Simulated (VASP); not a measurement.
# CuI (P-3m1) in VASP: notebook

CuI is run at these levels: BLYP, LDA, PBEsol; tasks: single point.

Program: VASP 6.6.1. These are calculated values, not measurements. Logs are shortened: lines on timing, memory, paths and dates and some standing lists are left out, and cuts for length are marked.

### Step 1. The cell of the first run

The structure is trigonal, space group P-3m1 (No. 164). The conventional cell has a = 4.129 Å, b = 4.129 Å, c = 7.478 Å, α = 90.00°, β = 90.00°, γ = 120.00°. Cu (site symmetry 3m) has 4 I at 2.58 to 2.68 Å and 3 Cu at 2.74 Å within 3.4 Å. I (site symmetry 3m) has 4 Cu at 2.58 to 2.68 Å within 3.4 Å.

### Step 2. Single point, BLYP

File INCAR:

```
AGGAC = 1.0
AGGAX = 1.0
ALDAC = 0.0
ALDAX = 1.0
ALGO = Normal
EDIFF = 1E-6
ENCUT = 520
GGA = B5
ISIF = 2
ISMEAR = 0
LASPH = True
LCHARG = True
LELF = True
LREAL = False
LVHAR = True
LWAVE = False
NBANDS = 26
NELM = 60
PREC = Accurate
SIGMA = 0.01
```

File KPOINTS:

```
k-points
0
Gamma
  6 6 4
```

File POSCAR:

```
CuI
1.0
    4.1286200000      0.0000000000      0.0000000000
   -2.0643100000      3.5754900000      0.0000000000
    0.0000000000      0.0000000000      7.4781100000
Cu I
2 2
Direct
    0.6666666667      0.3333333333      0.5899500000
    0.3333333333      0.6666666667      0.4100500000
    0.3333333333      0.6666666667      0.7547500000
    0.6666666667      0.3333333333      0.2452500000
```

Potentials or basis: VASP PAW PBE potentials, release 64 (Cu, I).

Launch:

```console
$ cat potpaw_PBE.64/Cu/POTCAR potpaw_PBE.64/I/POTCAR > POTCAR
$ mpirun -np 1 vasp_std > vasp.out
```

OUTCAR:

```text
EDIFF = 1E-6
   ENCUT = 520
   GGA = B5
   ISIF = 2
   ISMEAR = 0
   LASPH = True
   LREAL = False
   NELM = 60
   PREC = Accurate

 ion  position               nearest neighbor table
   1  0.667  0.333  0.590-   4 2.58   3 2.68   3 2.68   3 2.68   2 2.74   2 2.74   2 2.74
   2  0.333  0.667  0.410-   3 2.58   4 2.68   4 2.68   4 2.68   1 2.74   1 2.74   1 2.74
   3  0.333  0.667  0.755-   2 2.58   1 2.68   1 2.68   1 2.68
   4  0.667  0.333  0.245-   1 2.58   2 2.68   2 2.68   2 2.68

  LATTYP: Found a hexagonal cell.
 ALAT       =     4.1286200000
 C/A-ratio  =     1.8112856112

  Lattice vectors:

 A1 = (   4.1286200000,   0.0000000000,   0.0000000000)
 A2 = (  -2.0643100000,   3.5754900000,   0.0000000000)
 A3 = (   0.0000000000,   0.0000000000,   7.4781100000)

Analysis of symmetry for initial positions (statically):
=====================================================================
 Subroutine PRICEL returns:
 Original cell was already a primitive cell.

 Routine SETGRP: Setting up the symmetry group for a
 hexagonal supercell.

 Subroutine GETGRP returns: Found 12 space group operations
 (whereof 12 operations were pure point group operations)
 out of a pool of 24 trial point group operations.

The static configuration has the point symmetry D_3d.

Analysis of symmetry for dynamics (positions and initial velocities):
=====================================================================
 Subroutine PRICEL returns:
 Original cell was already a primitive cell.

 Routine SETGRP: Setting up the symmetry group for a
 hexagonal supercell.

 Subroutine GETGRP returns: Found 12 space group operations
 (whereof 12 operations were pure point group operations)
 out of a pool of 24 trial point group operations.

The dynamic configuration has the point symmetry D_3d.

 Subroutine INISYM returns: Found 12 space group operations
 (whereof 12 operations are pure point group operations),
 and found     1 'primitive' translations

----------------------------------------------------------------------------------------

                                     Primitive cell

  volume of cell :     110.3907

  direct lattice vectors                    reciprocal lattice vectors
     4.128620000  0.000000000  0.000000000     0.242211683  0.139840973  0.000000000
    -2.064310000  3.575490000  0.000000000     0.000000000  0.279681946  0.000000000
     0.000000000  0.000000000  7.478110000     0.000000000  0.000000000  0.133723628

  length of vectors
     4.128620000  4.128620171  7.478110000     0.279681957  0.279681946  0.133723628

  position of ions in fractional coordinates (direct lattice)
     0.666666667  0.333333333  0.589950000
     0.333333333  0.666666667  0.410050000
     0.333333333  0.666666667  0.754750000
     0.666666667  0.333333333  0.245250000

  ion indices of the primitive-cell ions
   primitive index   ion index
                 1           1
                 2           2
                 3           3
                 4           4

----------------------------------------------------------------------------------------

 KPOINTS: k-points

Automatic generation of k-mesh.
 Grid dimensions read from file:
 generate k-points for:    6    6    4

 Generating k-lattice:

  Cartesian coordinates                     Fractional coordinates (reciprocal lattice)
     0.040368614  0.023306829  0.000000000     0.166666667  0.000000000  0.000000000
     0.000000000  0.046613658  0.000000000     0.000000000  0.166666667  0.000000000
     0.000000000  0.000000000  0.033430907     0.000000000  0.000000000  0.250000000

  Length of vectors
     0.046613660  0.046613658  0.033430907

  Shift w.r.t. Gamma in fractional coordinates (k-lattice)
     0.000000000  0.000000000  0.000000000

 Subroutine IBZKPT returns following result:
 ===========================================

 Found     24 irreducible k-points:

 Following reciprocal coordinates:
            Coordinates               Weight
  0.000000  0.000000  0.000000      1.000000
  0.166667  0.000000  0.000000      6.000000
  0.333333  0.000000  0.000000      6.000000
  0.500000  0.000000  0.000000      3.000000
  0.166667  0.166667  0.000000      6.000000
  0.333333  0.166667  0.000000     12.000000
[... 16 lines left out ...]
  0.333333  0.166667  0.500000     12.000000
  0.333333  0.333333  0.500000      2.000000
   k-points           NKPTS =     24   k-points in BZ     NKDIM =     24   number of bands    NBANDS=     26
   number of dos      NEDOS =    301   number of ions     NIONS =      4
   total plane-waves  NPLWV =  57344
   dimension x,y,z NGX =    32 NGY =   32 NGZ =   56
   dimension x,y,z NGXF=    64 NGYF=   64 NGZF=  112
   ions per type =               2   2
   NGX,Y,Z   is equivalent  to a cutoff of  12.89, 12.89, 12.45 a.u.
   NGXF,Y,Z  is equivalent  to a cutoff of  25.77, 25.77, 24.90 a.u.
 SYSTEM =  unknown system
   PREC   = accura    normal or accurate (medium, high low for compatibility)
   ISTART =      0    job   : 0-new  1-cont  2-samecut
   ICHARG =      2    charge: 1-file 2-atom 10-const
   ISPIN  =      1    spin polarized calculation?
   LNONCOLLINEAR =      F non collinear calculations
   LSORBIT =      F    spin-orbit coupling
   LASPH  =      T    aspherical Exc in radial PAW
   ENCUT  =  520.0 eV  38.22 Ry    6.18 a.u.   7.68  7.68 13.90*2*pi/ulx,y,z
   NELM   =     60;   NELMIN=  2; NELMDL= -5     # of ELM steps
   EDIFF  = 0.1E-05   stopping-criterion for ELM
   LREAL  =      F    real-space projection
   EDIFFG = 0.1E-04   stopping-criterion for IOM
   NSW    =      0    number of steps for IOM
   IBRION =     -1    ionic relax: 0-MD 1-quasi-New 2-CG
   NFREE  =      0    steps in history (QN), initial steepest desc. (CG)
   ISIF   =      2    stress and relaxation
   ISYM   =      2    0-nonsym 1-usesym 2-fastsym
   POTIM  = 0.5000    time-step for ionic-motion
   TEBEG  =    0.0;   TEEND  =   0.0 temperature during run
   PSTRESS=    0.0 pullay stress
   NELECT =      36.0000    total number of electrons
   NUPDOWN=      -1.0000    fix difference up-down
   EMIN   =  10.00;   EMAX   =-10.00  energy-range for DOS
   EFERMI =   0.00;   METHOD = LEGACY
   ISMEAR =     0;   SIGMA  =   0.01  broadening in eV -4-tet -1-fermi 0-gaus
   EFERMI_NEDOS =   21; number of points for ismear=-14 and -15
   IALGO  =     38    algorithm
   IMIX   =      4    mixing-type and parameters
     AMIX     =   0.40;   BMIX     =  1.00
     AMIX_MAG =   1.60;   BMIX_MAG =  1.00
  volume/ion in A,a.u.               =      27.60       186.24
  Fermi-wavevector in a.u.,A,eV,Ry     =   1.126847  2.129432 17.276457  1.269784
  Thomas-Fermi vector in A             =   2.263530
   LORBIT       =      0    0 simple, 1 ext, 2 COOP (PROOUT), +10 PAW based schemes
   GGA     = B5    functional components
   LHFCALC =     F    Hartree Fock is set to
   AEXX    =    0.0000 exact exchange contribution
   IVDW    =     0    specifies the selected vdW correction
   LEPSILON=     F    determine dielectric tensor
   LRPA    =     F    only Hartree local field effects (RPA)
 non-spin polarized calculation
 Gauss-broadening in eV      SIGMA  =   0.01
  energy-cutoff  :      520.00
  volume of cell :      110.39
 maximum number of plane-waves:      2998
 NGX is ok and might be reduce to    32
   NGX = 15   NGY = 15   NGZ = 27

 number of electron      36.0000025 magnetization

 Free energy of the ion-electron system (eV)
  ---------------------------------------------------
  ext. energy  EPLUGINS =         0.00000000
  ---------------------------------------------------
  free energy    TOTEN  =        -8.95252764 eV

  energy without entropy =       -8.95252764  energy(sigma->0) =       -8.95252764

 E-fermi :   4.6007     XC(G=0):  -8.4391

 val. band max:        4.5407083555   @ k =   0.0000   0.0000   0.0000
 cond. band min:       6.2861250372   @ k =   0.0000   0.0000   0.0000
 fundamental gap:      1.7454166816
 Fermi energy:         4.6006679188

 k-point     1 :       0.0000    0.0000    0.0000
  band No.  band energies     occupation
      1      -9.1166      2.00000
      2      -8.6319      2.00000
      3      -0.9832      2.00000
      4       0.8214      2.00000
      5       1.2264      2.00000
      6       1.2264      2.00000
[... 18 lines left out ...]
     25      10.9646      0.00000
     26      12.8194      0.00000

 k-point     2 :       0.1667    0.0000    0.0000
  band No.  band energies     occupation
      1      -8.9852      2.00000
      2      -8.5464      2.00000
      3      -0.8009      2.00000
      4       0.7527      2.00000
      5       0.8945      2.00000
      6       1.2077      2.00000
[... 18 lines left out ...]
     25      11.8329      0.00000
     26      12.0081      0.00000

 k-point     3 :       0.3333    0.0000    0.0000
  band No.  band energies     occupation
      1      -8.6809      2.00000
      2      -8.3801      2.00000
      3      -0.4976      2.00000
      4      -0.0070      2.00000
      5       0.3976      2.00000
      6       1.0060      2.00000
[... 18 lines left out ...]
     25      12.4685      0.00000
     26      13.3550      0.00000

 k-point     4 :       0.5000    0.0000    0.0000
  band No.  band energies     occupation
      1      -8.4846      2.00000
      2      -8.3190      2.00000
      3      -0.5504      2.00000
      4      -0.5027      2.00000
      5       0.5689      2.00000
      6       0.8544      2.00000
[... 18 lines left out ...]
     25      11.5800      0.00000
     26      13.6186      0.00000
[... 496 lines left out ...]
      1      -8.6776      2.00000
      2      -8.5174      2.00000
      3      -0.4146      2.00000
      4       0.0027      2.00000
      5       0.8852      2.00000
      6       0.9260      2.00000
[... 18 lines left out ...]
     25      11.3349      0.00000
     26      12.3601      0.00000

 k-point    23 :       0.3333    0.1667    0.5000
  band No.  band energies     occupation
      1      -8.4440      2.00000
      2      -8.3631      2.00000
      3      -0.6040      2.00000
      4      -0.4141      2.00000
      5       0.7627      2.00000
      6       0.8178      2.00000
[... 18 lines left out ...]
     25      12.8244      0.00000
     26      12.8793      0.00000

 k-point    24 :       0.3333    0.3333    0.5000
  band No.  band energies     occupation
      1      -8.3366      2.00000
      2      -8.3366      2.00000
      3      -0.4126      2.00000
      4      -0.4126      2.00000
      5       0.3883      2.00000
      6       0.5811      2.00000
[... 18 lines left out ...]
     25      13.0247      0.00000
     26      13.0856      0.00000

------------------------ aborting loop because EDIFF is reached ----------------------------------------

  FORCE on cell =-STRESS in cart. coord.  units (eV):
  Direction    XX          YY          ZZ          XY          YZ          ZX
  --------------------------------------------------------------------------------------
  -------------------------------------------------------------------------------------
  Total        3.3432695      3.3432699      3.5077441      0.0000000      0.0000000      0.0000000
  in kB       48.5232230     48.5232284     50.9103581      0.0000000      0.0000000      0.0000000
  external PRESSURE =      49.3189365 kB  Pullay stress =       0.0000000 kB

 VOLUME and BASIS-vectors are now :
 -----------------------------------------------------------------------------
  energy-cutoff  :      520.00
  volume of cell :      110.39
      direct lattice vectors                 reciprocal lattice vectors
     4.128620000  0.000000000  0.000000000     0.242211683  0.139840973  0.000000000
    -2.064310000  3.575490000  0.000000000     0.000000000  0.279681946  0.000000000
     0.000000000  0.000000000  7.478110000     0.000000000  0.000000000  0.133723628

 POSITION                                       TOTAL-FORCE (eV/Angst)
 -----------------------------------------------------------------------------------
      2.06431      1.19183      4.41171        -0.000000      0.000000      0.194724
     -0.00000      2.38366      3.06640        -0.000000     -0.000000     -0.194724
     -0.00000      2.38366      5.64410         0.000000     -0.000000      0.574710
      2.06431      1.19183      1.83401        -0.000000      0.000000     -0.574710
 -----------------------------------------------------------------------------------
    total drift:                               -0.000000      0.000000     -0.000000

  FREE ENERGIE OF THE ION-ELECTRON SYSTEM (eV)
  ---------------------------------------------------
  free  energy   TOTEN  =        -8.9525276399 eV

  energy  without entropy=       -8.9525276399  energy(sigma->0) =       -8.95252764
```

Run time: 88 s. Hardware: 1 thread of Intel Xeon 6975P-C, shared host; peak memory 0.26 GiB.

Results:

```yaml
Free_energy: -8.9525 eV
Pressure: 4.9 GPa
Largest_force: 0.575 eV/Å
Band_gap_on_the_k_mesh: 1.75 eV, direct
```

Forces in eV/Å, atoms in the order of the input:
```
Cu   0.000  0.000  0.195
Cu   0.000  0.000 -0.195
I    0.000  0.000  0.575
I    0.000  0.000 -0.575
```

Stress tensor (GPa, compression positive):
```
4.85 0.00 0.00
0.00 4.85 0.00
0.00 0.00 5.09
```

Levels at points of the mesh, in eV from the valence-band top:
```csv
k point,band 16,band 17,band 18,band 19,band 20,band 21
"(0.00, 0.00, 0.00)",-0.36,0.00,0.00,1.75,3.04,4.89
"(0.50, 0.00, 0.00)",-1.25,-1.20,-0.19,3.13,3.23,3.98
"(0.00, 0.00, 0.50)",-0.32,-0.08,-0.08,3.02,3.02,4.86
"(0.50, 0.00, 0.50)",-1.23,-1.04,-0.32,2.64,3.01,3.73
```

Caveat: the PAW data sets were made with another functional, which shifts forces and pressure a little; spin-orbit coupling is left out, which moves the levels of the heavy elements; this functional lacks dispersion, which binds the layers, so the pressure and a relaxed spacing across them are unreliable.

(Part 1 of 2 ends here.)
